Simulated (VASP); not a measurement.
# TlS (R-3m) in VASP: single point with LDA

Aim: the single point of TlS with LDA.

Program: VASP 6.6.1. These are calculated values, not measurements. Logs are shortened: lines on timing, memory, paths and dates and some standing lists are left out, and cuts for length are marked.

## 1. The cell of the first run

Symmetry: R-3m, No. 166, trigonal system. The conventional cell has a = 4.003 Å, b = 4.003 Å, c = 21.911 Å, α = 90.00°, β = 90.00°, γ = 120.00°. Tl (site symmetry -3m) has 6 S at 2.75 Å within 3.6 Å. Tl (site symmetry -3m) has 6 S at 3.16 Å and 12 Tl at 4.00 to 4.32 Å within 4.4 Å. Within 3.6 Å of S (site symmetry 3m) lie 6 Tl at 2.75 to 3.16 Å.

## 2. Single point, LDA

The input, INCAR:

```
  PREC = Accurate
  ENCUT = 500
  EDIFF = 1E-6
  ISMEAR = -1
  SIGMA = 0.02
  LREAL = False
  LASPH = True
  NELM = 120
  ALGO = Normal
  ISIF = 2
  LWAVE = False
  LCHARG = False
  NBANDS = 27
  GGA_COMPAT = False
```

The input, KPOINTS:

```
Automatic mesh
0
Gamma
  5 5 5
```

The input, POSCAR:

```
TlS
1.0
    2.0013340000      1.1554710000      7.3035170000
   -2.0013340000      1.1554710000      7.3035170000
    0.0000000000     -2.3109420000      7.3035170000
Tl S
2 2
Direct
    0.0000000000      0.0000000000      0.0000000000
    0.5000000000      0.5000000000      0.5000000000
    0.7351030000      0.7351030000      0.7351030000
    0.2648970000      0.2648970000      0.2648970000
```

Potentials or basis: VASP PAW LDA potentials, release 64 (Tl_d, S).

Run with:

```
$ cat potpaw_LDA.64/Tl_d/POTCAR potpaw_LDA.64/S/POTCAR > POTCAR
$ mpirun -np 1 vasp_std > vasp.out
```

OUTCAR:

```text
PREC = Accurate
   ENCUT = 500
   EDIFF = 1E-6
   ISMEAR = -1
   LREAL = False
   LASPH = True
   NELM = 120
   ISIF = 2

 ion  position               nearest neighbor table
   1  0.000  0.000  0.000-   3 2.75   3 2.75   4 2.75   4 2.75   3 2.75   4 2.75
   2  0.500  0.500  0.500-   4 3.16   4 3.16   3 3.16   3 3.16   4 3.16   3 3.16
   3  0.735  0.735  0.735-   1 2.75   1 2.75   1 2.75   2 3.16   2 3.16   2 3.16
   4  0.265  0.265  0.265-   1 2.75   1 2.75   1 2.75   2 3.16   2 3.16   2 3.16

  LATTYP: Found a trigonal (rhomboedric) cell.
 ALAT       =     7.6604054449
 COS(alpha) =     0.8634895875

  Lattice vectors:

 A1 = (   2.0013340000,   1.1554710000,   7.3035170000)
 A2 = (  -2.0013340000,   1.1554710000,   7.3035170000)
 A3 = (   0.0000000000,  -2.3109420000,   7.3035170000)

Analysis of symmetry for initial positions (statically):
=====================================================================
 Subroutine PRICEL returns:
 Original cell was already a primitive cell.

 Routine SETGRP: Setting up the symmetry group for a
 trigonal (rhombohedral) supercell.

 Subroutine GETGRP returns: Found 12 space group operations
 (whereof 12 operations were pure point group operations)
 out of a pool of 12 trial point group operations.

The static configuration has the point symmetry D_3d.

Analysis of symmetry for dynamics (positions and initial velocities):
=====================================================================
 Subroutine PRICEL returns:
 Original cell was already a primitive cell.

 Routine SETGRP: Setting up the symmetry group for a
 trigonal (rhombohedral) supercell.

 Subroutine GETGRP returns: Found 12 space group operations
 (whereof 12 operations were pure point group operations)
 out of a pool of 12 trial point group operations.

The dynamic configuration has the point symmetry D_3d.

 Subroutine INISYM returns: Found 12 space group operations
 (whereof 12 operations are pure point group operations),
 and found     1 'primitive' translations

----------------------------------------------------------------------------------------

                                     Primitive cell

  volume of cell :     101.3356

  direct lattice vectors                    reciprocal lattice vectors
     2.001334000  1.155471000  7.303517000     0.249833361  0.144241324  0.045640112
    -2.001334000  1.155471000  7.303517000    -0.249833361  0.144241324  0.045640112
     0.000000000 -2.310942000  7.303517000     0.000000000 -0.288482648  0.045640112

  length of vectors
     7.660405445  7.660405445  7.660405570     0.292070689  0.292070689  0.292070638

  position of ions in fractional coordinates (direct lattice)
     0.000000000  0.000000000  0.000000000
     0.500000000  0.500000000  0.500000000
     0.735103000  0.735103000  0.735103000
     0.264897000  0.264897000  0.264897000

  ion indices of the primitive-cell ions
   primitive index   ion index
                 1           1
                 2           2
                 3           3
                 4           4

----------------------------------------------------------------------------------------

 KPOINTS: Automatic mesh

Automatic generation of k-mesh.
 Grid dimensions read from file:
 generate k-points for:    5    5    5

 Generating k-lattice:

  Cartesian coordinates                     Fractional coordinates (reciprocal lattice)
     0.049966672  0.028848265  0.009128022     0.200000000 -0.000000000  0.000000000
    -0.049966672  0.028848265  0.009128022    -0.000000000  0.200000000  0.000000000
     0.000000000 -0.057696530  0.009128022     0.000000000  0.000000000  0.200000000

  Length of vectors
     0.058414138  0.058414138  0.058414128

  Shift w.r.t. Gamma in fractional coordinates (k-lattice)
     0.000000000  0.000000000  0.000000000

 Subroutine IBZKPT returns following result:
 ===========================================

 Found     19 irreducible k-points:

 Following reciprocal coordinates:
            Coordinates               Weight
  0.000000  0.000000  0.000000      1.000000
  0.200000  0.000000  0.000000      6.000000
  0.400000  0.000000  0.000000      6.000000
  0.200000  0.200000  0.000000      6.000000
  0.400000  0.200000  0.000000     12.000000
 -0.400000  0.200000 -0.000000     12.000000
[... 11 lines left out ...]
  0.400000  0.400000  0.400000      2.000000
 -0.400000  0.400000  0.400000      6.000000
   k-points           NKPTS =     19   k-points in BZ     NKDIM =     19   number of bands    NBANDS=     27
   number of dos      NEDOS =    301   number of ions     NIONS =      4
   total plane-waves  NPLWV = 175616
   dimension x,y,z NGX =    56 NGY =   56 NGZ =   56
   dimension x,y,z NGXF=   112 NGYF=  112 NGZF=  112
   ions per type =               2   2
   NGX,Y,Z   is equivalent  to a cutoff of  12.15, 12.15, 12.15 a.u.
   NGXF,Y,Z  is equivalent  to a cutoff of  24.31, 24.31, 24.31 a.u.
 SYSTEM =  unknown system
   PREC   = accura    normal or accurate (medium, high low for compatibility)
   ISTART =      0    job   : 0-new  1-cont  2-samecut
   ICHARG =      2    charge: 1-file 2-atom 10-const
   ISPIN  =      1    spin polarized calculation?
   LNONCOLLINEAR =      F non collinear calculations
   LSORBIT =      F    spin-orbit coupling
   LASPH  =      T    aspherical Exc in radial PAW
   ENCUT  =  500.0 eV  36.75 Ry    6.06 a.u.  13.97 13.97 13.97*2*pi/ulx,y,z
   NELM   =    120;   NELMIN=  2; NELMDL= -5     # of ELM steps
   EDIFF  = 0.1E-05   stopping-criterion for ELM
   LREAL  =      F    real-space projection
   EDIFFG = 0.1E-04   stopping-criterion for IOM
   NSW    =      0    number of steps for IOM
   IBRION =     -1    ionic relax: 0-MD 1-quasi-New 2-CG
   NFREE  =      0    steps in history (QN), initial steepest desc. (CG)
   ISIF   =      2    stress and relaxation
   ISYM   =      2    0-nonsym 1-usesym 2-fastsym
   POTIM  = 0.5000    time-step for ionic-motion
   TEBEG  =    0.0;   TEEND  =   0.0 temperature during run
   PSTRESS=    0.0 pullay stress
   NELECT =      38.0000    total number of electrons
   NUPDOWN=      -1.0000    fix difference up-down
   EMIN   =  10.00;   EMAX   =-10.00  energy-range for DOS
   EFERMI =   0.00;   METHOD = LEGACY
   ISMEAR =    -1;   SIGMA  =   0.02  broadening in eV -4-tet -1-fermi 0-gaus
   EFERMI_NEDOS =   21; number of points for ismear=-14 and -15
   IALGO  =     38    algorithm
   IMIX   =      4    mixing-type and parameters
     AMIX     =   0.40;   BMIX     =  1.00
     AMIX_MAG =   1.60;   BMIX_MAG =  1.00
  volume/ion in A,a.u.               =      25.33       170.96
  Fermi-wavevector in a.u.,A,eV,Ry     =   1.180544  2.230904 18.962213  1.393683
  Thomas-Fermi vector in A             =   2.316834
   LORBIT       =      0    0 simple, 1 ext, 2 COOP (PROOUT), +10 PAW based schemes
   GGA     = CA    functional components
   LHFCALC =     F    Hartree Fock is set to
   AEXX    =    0.0000 exact exchange contribution
   IVDW    =     0    specifies the selected vdW correction
   LEPSILON=     F    determine dielectric tensor
   LRPA    =     F    only Hartree local field effects (RPA)
 non-spin polarized calculation
  energy-cutoff  :      500.00
  volume of cell :      101.34
 maximum number of plane-waves:      2600
   NGX = 27   NGY = 27   NGZ = 27

 number of electron      37.9999998 magnetization

 Free energy of the ion-electron system (eV)
  ---------------------------------------------------
  ext. energy  EPLUGINS =         0.00000000
  ---------------------------------------------------
  free energy    TOTEN  =       -16.01416729 eV

  energy without entropy =      -16.01369791  energy(sigma->0) =      -16.01393260

 E-fermi :   4.6691     XC(G=0): -10.0212

 val. band max:        4.5949946924   @ k =  -0.2000   0.2000   0.0000
 cond. band min:       4.7419841853   @ k =   0.4000   0.0000   0.0000
 fundamental gap:      0.1469894929
 Fermi energy:         4.6691390100

 k-point     1 :       0.0000    0.0000    0.0000
  band No.  band energies     occupation
      1      -8.4635      2.00000
      2      -7.2754      2.00000
      3      -6.5128      2.00000
      4      -6.5128      2.00000
      5      -6.3980      2.00000
      6      -6.2964      2.00000
[... 19 lines left out ...]
     26      12.2817      0.00000
     27      12.4713      0.00000

 k-point     2 :       0.2000    0.0000    0.0000
  band No.  band energies     occupation
      1      -8.1718      2.00000
      2      -7.6093      2.00000
      3      -6.4707      2.00000
      4      -6.3757      2.00000
      5      -6.3347      2.00000
      6      -6.2844      2.00000
[... 19 lines left out ...]
     26      11.1568      0.00000
     27      11.7175      0.00000

 k-point     3 :       0.4000    0.0000    0.0000
  band No.  band energies     occupation
      1      -7.9862      2.00000
      2      -7.5061      2.00000
      3      -6.4432      2.00000
      4      -6.4098      2.00000
      5      -6.2662      2.00000
      6      -6.2183      2.00000
[... 19 lines left out ...]
     26      11.1598      0.00000
     27      11.3823      0.00000

 k-point     4 :       0.2000    0.2000    0.0000
  band No.  band energies     occupation
      1      -8.1520      2.00000
      2      -7.6376      2.00000
      3      -6.4700      2.00000
      4      -6.3721      2.00000
      5      -6.3394      2.00000
      6      -6.2857      2.00000
[... 19 lines left out ...]
     26      10.6655      0.00000
     27      12.2034      0.00000
[... 366 lines left out ...]
      4      -6.4214      2.00000
      5      -6.2784      2.00000
      6      -6.2186      2.00000
[... 19 lines left out ...]
     26      11.7106      0.00000
     27      12.2065      0.00000

 k-point    18 :       0.4000    0.4000    0.4000
  band No.  band energies     occupation
      1      -8.3605      2.00000
      2      -7.4724      2.00000
      3      -6.5108      2.00000
      4      -6.5108      2.00000
      5      -6.3822      2.00000
      6      -6.2940      2.00000
[... 19 lines left out ...]
     26      10.8987      0.00000
     27      13.2706      0.00000

 k-point    19 :      -0.4000    0.4000    0.4000
  band No.  band energies     occupation
      1      -8.1025      2.00000
      2      -7.6711      2.00000
      3      -6.4709      2.00000
      4      -6.3815      2.00000
      5      -6.3363      2.00000
      6      -6.2830      2.00000
[... 19 lines left out ...]
     26      11.3412      0.00000
     27      11.9477      0.00000

------------------------ aborting loop because EDIFF is reached ----------------------------------------

  FORCE on cell =-STRESS in cart. coord.  units (eV):
  Direction    XX          YY          ZZ          XY          YZ          ZX
  --------------------------------------------------------------------------------------
  -------------------------------------------------------------------------------------
  Total       -2.0911527     -2.0911537     -2.4188463     -0.0000000      0.0000000      0.0000000
  in kB      -33.0624032    -33.0624190    -38.2434393     -0.0000000      0.0000000      0.0000000
  external PRESSURE =     -34.7894205 kB  Pullay stress =       0.0000000 kB

 VOLUME and BASIS-vectors are now :
 -----------------------------------------------------------------------------
  energy-cutoff  :      500.00
  volume of cell :      101.34
      direct lattice vectors                 reciprocal lattice vectors
     2.001334000  1.155471000  7.303517000     0.249833361  0.144241324  0.045640112
    -2.001334000  1.155471000  7.303517000    -0.249833361  0.144241324  0.045640112
     0.000000000 -2.310942000  7.303517000     0.000000000 -0.288482648  0.045640112

 POSITION                                       TOTAL-FORCE (eV/Angst)
 -----------------------------------------------------------------------------------
      0.00000      0.00000      0.00000         0.000000     -0.000000     -0.000000
      0.00000      0.00000     10.95528         0.000000     -0.000000      0.000000
      0.00000      0.00000     16.10651         0.000000      0.000000     -0.046928
      0.00000      0.00000      5.80404         0.000000     -0.000000      0.046928
 -----------------------------------------------------------------------------------
    total drift:                               -0.000000     -0.000000      0.000000

  FREE ENERGIE OF THE ION-ELECTRON SYSTEM (eV)
  ---------------------------------------------------
  free  energy   TOTEN  =       -16.0141672853 eV

  energy  without entropy=      -16.0136979066  energy(sigma->0) =      -16.01393260
```

Wall time 2.1 min (1 thread of Intel Xeon Platinum 8488C (Sapphire Rapids), shared host); peak memory 0.33 GiB.

Results:

```yaml
Free_energy: -16.0142 eV
Pressure: -3.5 GPa
Largest_force: 0.047 eV/Å
Band_gap_on_the_k_mesh: 0.15 eV (least direct gap 0.97 eV)
```

Forces on the atoms (eV/Å):
```
Tl   0.000  0.000  0.000
Tl   0.000  0.000  0.000
S    0.000  0.000 -0.047
S    0.000  0.000  0.047
```

Stress tensor (GPa, compression positive):
```
-3.31  0.00  0.00
 0.00 -3.31  0.00
 0.00  0.00 -3.82
```

Caveat: the cell stands under tension; spin-orbit coupling is left out, which moves the levels of the heavy elements; an odd mesh through Γ misses points on the zone boundary, where band edges can lie.
